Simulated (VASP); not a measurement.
# AlP (pbe) (F-43m) in VASP: a series of runs

AlP (pbe) is run at these levels: PBE; tasks: single point, relaxation of cell and atoms.

Program: VASP 6.6.1. These are calculated values, not measurements. Logs are shortened: lines on timing, memory, paths and dates and some standing lists are left out, and cuts for length are marked.

## Step 1: The cell of the first run

Symmetry: F-43m, No. 216, cubic system. The conventional cell has a = 5.464 Å, b = 5.464 Å, c = 5.464 Å, α = 90.00°, β = 90.00°, γ = 90.00°. Al (site symmetry -43m) has 4 P at 2.37 Å within 3.1 Å. P (site symmetry -43m) has 4 Al at 2.37 Å within 3.1 Å.

## Step 2: Single point, PBE

Input file INCAR:

```
SYSTEM = AlP
ALGO = Normal
EDIFF = 1E-6
ENCUT = 500
GGA = PE
GGA_COMPAT = .False.
ISIF = 2
ISMEAR = 0
LASPH = .True.
LCHARG = .False.
LREAL = .False.
LWAVE = .False.
NBANDS = 11
NELM = 120
PREC = Accurate
SIGMA = 0.1
```

Input file KPOINTS:

```
k-points
0
Gamma
  6 6 6
  0 0 0
```

Input file POSCAR:

```
AlP
1.0
    0.0000000000      2.7320000000      2.7320000000
    2.7320000000      0.0000000000      2.7320000000
    2.7320000000      2.7320000000      0.0000000000
Al P
1 1
Direct
    0.0000000000      0.0000000000      0.0000000000
    0.2500000000      0.2500000000      0.2500000000
```

Potentials or basis: VASP PAW PBE potentials, release 64 (Al, P).

On the command line:

```console
$ cat potpaw_PBE.64/Al/POTCAR potpaw_PBE.64/P/POTCAR > POTCAR
$ mpirun -np 1 vasp_std > vasp.out
```

OUTCAR:

```text
SYSTEM = AlP
   EDIFF = 1E-6
   ENCUT = 500
   GGA = PE
   ISIF = 2
   ISMEAR = 0
   LASPH = .True.
   LREAL = .False.
   NELM = 120
   PREC = Accurate

 ion  position               nearest neighbor table
   1  0.000  0.000  0.000-   2 2.37   2 2.37   2 2.37   2 2.37
   2  0.250  0.250  0.250-   1 2.37   1 2.37   1 2.37   1 2.37

  LATTYP: Found a face centered cubic cell.
 ALAT       =     5.4640000000

  Lattice vectors:

 A1 = (   0.0000000000,   2.7320000000,   2.7320000000)
 A2 = (   2.7320000000,   0.0000000000,   2.7320000000)
 A3 = (   2.7320000000,   2.7320000000,   0.0000000000)

Analysis of symmetry for initial positions (statically):
=====================================================================
 Subroutine PRICEL returns:
 Original cell was already a primitive cell.

 Routine SETGRP: Setting up the symmetry group for a
 face centered cubic supercell.

 Subroutine GETGRP returns: Found 24 space group operations
 (whereof 24 operations were pure point group operations)
 out of a pool of 48 trial point group operations.

The static configuration has the point symmetry T_d .

Analysis of symmetry for dynamics (positions and initial velocities):
=====================================================================
 Subroutine PRICEL returns:
 Original cell was already a primitive cell.

 Routine SETGRP: Setting up the symmetry group for a
 face centered cubic supercell.

 Subroutine GETGRP returns: Found 24 space group operations
 (whereof 24 operations were pure point group operations)
 out of a pool of 48 trial point group operations.

The dynamic configuration has the point symmetry T_d .

 Subroutine INISYM returns: Found 24 space group operations
 (whereof 24 operations are pure point group operations),
 and found     1 'primitive' translations

----------------------------------------------------------------------------------------

                                     Primitive cell

  volume of cell :      40.7823

  direct lattice vectors                    reciprocal lattice vectors
     0.000000000  2.732000000  2.732000000    -0.183016105  0.183016105  0.183016105
     2.732000000  0.000000000  2.732000000     0.183016105 -0.183016105  0.183016105
     2.732000000  2.732000000  0.000000000     0.183016105  0.183016105 -0.183016105

  length of vectors
     3.863631452  3.863631452  3.863631452     0.316993193  0.316993193  0.316993193

  position of ions in fractional coordinates (direct lattice)
     0.000000000  0.000000000  0.000000000
[... 76 lines left out ...]
   ISYM   =      2    0-nonsym 1-usesym 2-fastsym
   POTIM  = 0.5000    time-step for ionic-motion
   TEBEG  =    0.0;   TEEND  =   0.0 temperature during run
   PSTRESS=    0.0 pullay stress
   NELECT =       8.0000    total number of electrons
   NUPDOWN=      -1.0000    fix difference up-down
   EMIN   =  10.00;   EMAX   =-10.00  energy-range for DOS
   EFERMI =   0.00;   METHOD = LEGACY
   ISMEAR =     0;   SIGMA  =   0.10  broadening in eV -4-tet -1-fermi 0-gaus
   EFERMI_NEDOS =   21; number of points for ismear=-14 and -15
   IALGO  =     38    algorithm
   IMIX   =      4    mixing-type and parameters
     AMIX     =   0.40;   BMIX     =  1.00
     AMIX_MAG =   1.60;   BMIX_MAG =  1.00
  volume/ion in A,a.u.               =      20.39       137.61
  Fermi-wavevector in a.u.,A,eV,Ry     =   0.951220  1.797544 12.310807  0.904819
  Thomas-Fermi vector in A             =   2.079669
   LORBIT       =      0    0 simple, 1 ext, 2 COOP (PROOUT), +10 PAW based schemes
   GGA     = PE    functional components
   LHFCALC =     F    Hartree Fock is set to
   AEXX    =    0.0000 exact exchange contribution
   IVDW    =     0    specifies the selected vdW correction
   LEPSILON=     F    determine dielectric tensor
   LRPA    =     F    only Hartree local field effects (RPA)
 non-spin polarized calculation
 Gauss-broadening in eV      SIGMA  =   0.10
  energy-cutoff  :      500.00
  volume of cell :       40.78
 maximum number of plane-waves:      1056
   NGX = 15   NGY = 15   NGZ = 15

 number of electron       8.0000000 magnetization

 Free energy of the ion-electron system (eV)
  ---------------------------------------------------
  ext. energy  EPLUGINS =         0.00000000
  ---------------------------------------------------
  free energy    TOTEN  =       -10.36335880 eV

  energy without entropy =      -10.36335880  energy(sigma->0) =      -10.36335880

 E-fermi :   4.9760     XC(G=0):  -9.1984

 val. band max:        4.5646991973   @ k =   0.0000   0.0000   0.0000
 cond. band min:       6.1456571107   @ k =   0.5000   0.5000   0.0000
 fundamental gap:      1.5809579134
 Fermi energy:         4.9760345321

 k-point     1 :       0.0000    0.0000    0.0000
  band No.  band energies     occupation
      1      -6.9286      2.00000
      2       4.5647      2.00000
      3       4.5647      2.00000
      4       4.5647      2.00000
      5       7.8511      0.00000
      6       9.1204      0.00000
      7       9.1204      0.00000
      8       9.1204      0.00000
      9      13.3946      0.00000
     10      13.3946      0.00000
     11      14.8380      0.00000
[... 197 lines left out ...]
 k-point    16 :      -0.3333    0.5000    0.1667
  band No.  band energies     occupation
      1      -4.5562      2.00000
      2      -0.4719      2.00000
      3       1.6638      2.00000
      4       1.9050      2.00000
      5       7.8818      0.00000
      6       8.8730      0.00000
      7      12.2124      0.00000
      8      12.5604      0.00000
      9      15.8022      0.00000
     10      16.5078      0.00000
     11      17.8287      0.00000

------------------------ aborting loop because EDIFF is reached ----------------------------------------

  FORCE on cell =-STRESS in cart. coord.  units (eV):
  Direction    XX          YY          ZZ          XY          YZ          ZX
  --------------------------------------------------------------------------------------
  -------------------------------------------------------------------------------------
  Total        0.5145191      0.5145191      0.5145191      0.0000000      0.0000000     -0.0000000
  in kB       20.2134300     20.2134300     20.2134300      0.0000000      0.0000000     -0.0000000
  external PRESSURE =      20.2134300 kB  Pullay stress =       0.0000000 kB

 VOLUME and BASIS-vectors are now :
 -----------------------------------------------------------------------------
  energy-cutoff  :      500.00
  volume of cell :       40.78
      direct lattice vectors                 reciprocal lattice vectors
     0.000000000  2.732000000  2.732000000    -0.183016105  0.183016105  0.183016105
     2.732000000  0.000000000  2.732000000     0.183016105 -0.183016105  0.183016105
     2.732000000  2.732000000  0.000000000     0.183016105  0.183016105 -0.183016105

 POSITION                                       TOTAL-FORCE (eV/Angst)
 -----------------------------------------------------------------------------------
      0.00000      0.00000      0.00000        -0.000000     -0.000000     -0.000000
      1.36600      1.36600      1.36600         0.000000      0.000000      0.000000
 -----------------------------------------------------------------------------------
    total drift:                               -0.000000     -0.000000      0.000000

  FREE ENERGIE OF THE ION-ELECTRON SYSTEM (eV)
  ---------------------------------------------------
  free  energy   TOTEN  =       -10.3633588018 eV

  energy  without entropy=      -10.3633588018  energy(sigma->0) =      -10.36335880
```

stdout:

```text
POSCAR found type information on POSCAR AlP
 POSCAR found :  2 types and       2 ions
 scaLAPACK will be used
 LDA part: xc-table for (Slater+PW92), standard interpolation
 POSCAR, INCAR and KPOINTS ok, starting setup
 FFT: planning ... GRIDC
 FFT: planning ... GRID_SOFT
 FFT: planning ... GRID
 WAVECAR not read
 entering main loop
```

Wall time 5.5 s (1 thread of Intel Xeon Platinum 8259CL at 2.50GHz (Skylake/Cascade Lake), shared host); peak memory 0.14 GiB.

Results:

- Free energy: -10.3634 eV
- Pressure: 2.0 GPa
- Band gap on the k mesh: 1.58 eV, indirect (least direct gap 3.29 eV)

Levels at points of the mesh, in eV from the valence-band top:
```
           k point  band 2  band 3  band 4  band 5  band 6  band 7
(0.00, 0.00, 0.00)    0.00    0.00    0.00    3.29    4.56    4.56
(0.50, 0.00, 0.00)   -5.52   -0.76   -0.76    2.81    4.82    4.82
(0.50, 0.50, 0.00)   -5.30   -2.10   -2.10    1.58    2.47   11.05
```

## Step 3: Single point, PBE

This run uses another cell than the first one, of 20.88 Å³/atom, 1.024 times its volume.

Input file INCAR:

```
PREC     = Accurate       # precision mode
ENCUT    = 500            # plane-wave cutoff, eV
EDIFF    = 1E-6           # SCF threshold, eV
ISMEAR   = 0              # smearing method
SIGMA    = 0.02           # smearing width, eV
LREAL    = False          # projectors in reciprocal space
LASPH    = True           # aspherical terms in the spheres
NELM     = 120            # most SCF steps
ALGO     = Normal         # electronic algorithm
ISIF     = 2              # what is computed and relaxed
LWAVE    = False          # write WAVECAR
LCHARG   = False          # write CHGCAR
GGA      = PE             # functional
NBANDS   = 11             # bands
GGA_COMPAT= False
```

Input file KPOINTS:

```
regular mesh
0
Gamma
  8 8 8
```

Input file POSCAR:

```
AlP
1.0
    0.0000000000      2.7536744975      2.7536744975
    2.7536744975      0.0000000000      2.7536744975
    2.7536744975      2.7536744975      0.0000000000
Al P
1 1
Direct
    0.0000000000      0.0000000000      0.0000000000
    0.2500000000      0.2500000000      0.2500000000
```

Potentials or basis: VASP PAW PBE potentials, release 64 (Al, P).

On the command line:

```console
$ cat potpaw_PBE.64/Al/POTCAR potpaw_PBE.64/P/POTCAR > POTCAR
$ mpirun -np 1 vasp_std > vasp.out
```

OUTCAR:

```text
PREC = Accurate
   ENCUT = 500
   EDIFF = 1E-6
   ISMEAR = 0
   LREAL = False
   LASPH = True
   NELM = 120
   ISIF = 2
   GGA = PE

 ion  position               nearest neighbor table
   1  0.000  0.000  0.000-   2 2.38   2 2.38   2 2.38   2 2.38
   2  0.250  0.250  0.250-   1 2.38   1 2.38   1 2.38   1 2.38

  LATTYP: Found a face centered cubic cell.
 ALAT       =     5.5073489950

  Lattice vectors:

 A1 = (   0.0000000000,   2.7536744975,   2.7536744975)
 A2 = (   2.7536744975,   0.0000000000,   2.7536744975)
 A3 = (   2.7536744975,   2.7536744975,   0.0000000000)

Analysis of symmetry for initial positions (statically):
=====================================================================
 Subroutine PRICEL returns:
 Original cell was already a primitive cell.

 Routine SETGRP: Setting up the symmetry group for a
 face centered cubic supercell.

 Subroutine GETGRP returns: Found 24 space group operations
 (whereof 24 operations were pure point group operations)
 out of a pool of 48 trial point group operations.

The static configuration has the point symmetry T_d .

Analysis of symmetry for dynamics (positions and initial velocities):
[... 163 lines left out ...]
 fundamental gap:      1.6296052856
 Fermi energy:         4.4619432401

 k-point     1 :       0.0000    0.0000    0.0000
  band No.  band energies     occupation
      1      -7.0127      2.00000
      2       4.3460      2.00000
      3       4.3460      2.00000
      4       4.3460      2.00000
      5       7.4311      0.00000
      6       8.8711      0.00000
      7       8.8711      0.00000
      8       8.8711      0.00000
      9      13.1510      0.00000
     10      13.1510      0.00000
     11      14.4576      0.00000
[... 309 lines left out ...]
 k-point    24 :      -0.3750    0.2500    0.1250
  band No.  band energies     occupation
      1      -5.0956      2.00000
      2      -0.7275      2.00000
      3       1.8112      2.00000
      4       2.9029      2.00000
      5       8.2650      0.00000
      6       8.8427      0.00000
      7      11.1512      0.00000
      8      11.9662      0.00000
      9      13.2296      0.00000
     10      15.7006      0.00000
     11      16.9062      0.00000

 [... further k-points ...]
[... 5 lines left out ...]
  --------------------------------------------------------------------------------------
  -------------------------------------------------------------------------------------
  Total       -0.0190131     -0.0190131     -0.0190131      0.0000000      0.0000000     -0.0000000
  in kB       -0.7294503     -0.7294503     -0.7294503      0.0000000      0.0000000     -0.0000000
  external PRESSURE =      -0.7294503 kB  Pullay stress =       0.0000000 kB

 VOLUME and BASIS-vectors are now :
 -----------------------------------------------------------------------------
  energy-cutoff  :      500.00
  volume of cell :       41.76
      direct lattice vectors                 reciprocal lattice vectors
     0.000000000  2.753674498  2.753674498    -0.181575564  0.181575564  0.181575564
     2.753674498  0.000000000  2.753674498     0.181575564 -0.181575564  0.181575564
     2.753674498  2.753674498  0.000000000     0.181575564  0.181575564 -0.181575564

 POSITION                                       TOTAL-FORCE (eV/Angst)
 -----------------------------------------------------------------------------------
      0.00000      0.00000      0.00000         0.000000     -0.000000     -0.000000
      1.37684      1.37684      1.37684        -0.000000      0.000000      0.000000
 -----------------------------------------------------------------------------------
    total drift:                               -0.000000     -0.000000     -0.000000

  FREE ENERGIE OF THE ION-ELECTRON SYSTEM (eV)
  ---------------------------------------------------
  free  energy   TOTEN  =       -10.3767743272 eV

  energy  without entropy=      -10.3767743272  energy(sigma->0) =      -10.37677433
```

It took 8.7 s on 1 thread of Intel Xeon Platinum 8259CL at 2.50GHz (Skylake/Cascade Lake), shared host; peak memory 0.15 GiB.

Results:

```yaml
Free_energy: -10.3768 eV
Pressure: -0.1 GPa
Band_gap_on_the_k_mesh: 1.63 eV, indirect (least direct gap 3.09 eV)
```

A k mesh can miss the band edges.

## Step 4: Single point, PBE

This run uses another cell than the first one, of 20.88 Å³/atom, 1.024 times its volume.

Input file INCAR:

```
SYSTEM = AlP
PREC     = Accurate       ! precision mode
ENCUT    = 500            ! plane-wave cutoff, eV
EDIFF    = 1E-6           ! SCF threshold, eV
ISMEAR   = 0              ! smearing method
SIGMA    = 0.01           ! smearing width, eV
LREAL    = .False.        ! projectors in reciprocal space
LASPH    = .True.         ! aspherical terms in the spheres
NELM     = 120            ! most SCF steps
ALGO     = Normal         ! electronic algorithm
ISIF     = 2              ! what is computed and relaxed
LWAVE    = .False.        ! write WAVECAR
LCHARG   = .False.        ! write CHGCAR
GGA      = PE             ! functional
NBANDS   = 11             ! bands
GGA_COMPAT= .False.
```

Input file KPOINTS:

```
regular mesh
0
Gamma
  8 8 8
  0 0 0
```

POSCAR is that of step 3.

On the command line:

```console
$ cat potpaw_PBE.64/Al/POTCAR potpaw_PBE.64/P/POTCAR > POTCAR
$ mpirun -np 1 vasp_std > vasp.out
```

Run time: 8.7 s. Hardware: 1 thread of Intel Xeon Platinum 8259CL at 2.50GHz (Skylake/Cascade Lake), shared host; peak memory 0.15 GiB.

Results (log left out):

| Property | Result |
| --- | --- |
| Free energy | -10.3768 eV |
| Pressure | -0.1 GPa |
| Band gap on the k mesh | 1.63 eV, indirect (least direct gap 3.09 eV) |

Levels at points of the mesh, in eV from the valence-band top:
| k point | band 1 | band 2 | band 3 | band 4 | band 5 | band 6 | band 7 | band 8 |
| --- | --- | --- | --- | --- | --- | --- | --- | --- |
| (0.00, 0.00, 0.00) | -11.36 | 0.00 | 0.00 | 0.00 | 3.09 | 4.53 | 4.53 | 4.53 |
| (0.50, 0.00, 0.00) | -9.74 | -5.41 | -0.75 | -0.75 | 2.72 | 4.81 | 4.81 | 8.20 |
| (0.50, 0.50, 0.00) | -9.11 | -5.22 | -2.05 | -2.05 | 1.63 | 2.47 | 10.85 | 10.85 |

(Part 1 of 2 ends here.)
